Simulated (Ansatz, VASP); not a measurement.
# Two plane-wave programs on HfNiS4

```
Hf Ni S
1.0
     4.20377    0.00000    0.00000
     0.00000    4.20377    0.00000
     0.00000    0.00000    6.11798
Hf Ni S
1 1 4
Direct
  0.50000 0.50000 0.50000
  0.00000 0.00000 0.00000
  0.00000 0.50000 0.76062
  0.50000 0.00000 0.76062
  0.00000 0.50000 0.23938
  0.50000 0.00000 0.23938
```

Change from the starting cell: species swapped into the MgTiH4 type (P4/mmm, No. 123).

Alike in both runs: functional PBE; k mesh 4 × 4 × 4; occupations gaussian, width 0.1 eV; collinear spin.

Ansatz relaxed the structure, and its values are those at the end. VASP's run is a single point on that final structure, the one shown.

|  | VASP | Ansatz |
| --- | --- | --- |
| version | VASP 6.6.1 | Ansatz 0.2.0 |
| potentials or method | VASP PAW PBE potentials, release 64 (Hf_pv, Ni, S), cutoff 520 eV | scalar-relativistic, plane waves, PAW |
| valence electrons in the cell | 44 | 68 |

Ansatz gave:

```
gap on the k mesh at the Fermi level (eV)                     : none
pressure (GPa)                                                : 0.0
rms of the force components (eV/Å)                            : 0.000
net moment per atom (μB)                                      : 0.10
size of the moment on the site where the two differ most (μB) : 0.40
```

**Question.** What did VASP give for the same quantities?

**Answer.** gap on the k mesh at the Fermi level (eV): none; pressure (GPa): -0.4; rms of the force components (eV/Å): 0.021; net moment per atom (μB): 0.09; size of the moment on the site where the two differ most (μB): 0.38.

Site moments also hang on the region over which each program counts them. A gap of «none» marks a metal or a gap that the smearing closes. The functional is the same, so the differences come from potentials, cutoffs and numerics. VASP's potentials hold 44 valence electrons a cell and Ansatz's 68, so a difference there can come from the potentials and not from the codes.

The k mesh is coarse, so the values compare programs but aren't converged. Neither program's run includes spin-orbit coupling.
